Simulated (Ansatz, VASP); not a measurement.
## ReB in VASP and in Ansatz

```
Re B
1.0
     2.83891    0.00000    0.00000
     0.00000    2.83891    0.00000
     0.00000    0.00000    5.89162
Re B
2 2
Direct
  0.50000 0.50000 0.21473
  0.50000 0.50000 0.78527
  0.00000 0.50000 0.50000
  0.50000 0.00000 0.50000
```

Alike in both runs: functional PBE; k mesh 16 × 16 × 8; occupations gaussian, width 0.1 eV; no spin polarisation.

Ansatz relaxed the structure, and its values are those at the end. VASP's run is a single point on that final structure, the one shown.

|  | VASP | Ansatz |
| --- | --- | --- |
| version | VASP 6.6.1 | Ansatz 0.2.0 |
| potentials or method | VASP PAW PBE potentials, release 64 (Re, B), cutoff 520 eV | scalar-relativistic, plane waves, PAW |
| valence electrons in the cell | 20 | 36 |

|  | VASP | Ansatz | Ansatz less VASP |
| --- | --- | --- | --- |
| gap on the k mesh at the Fermi level (eV) | none | none | - |
| pressure (GPa) | 0.7 | 0.0 | -0.68 |
| rms of the force components (eV/Å) | 0.085 | 0.000 | -0.0844 |

A gap of «none» marks a metal or a gap that the smearing closes. VASP's potentials hold 20 valence electrons a cell and Ansatz's 36, so a difference there can come from the potentials and not from the codes.

Neither program's run includes spin-orbit coupling.
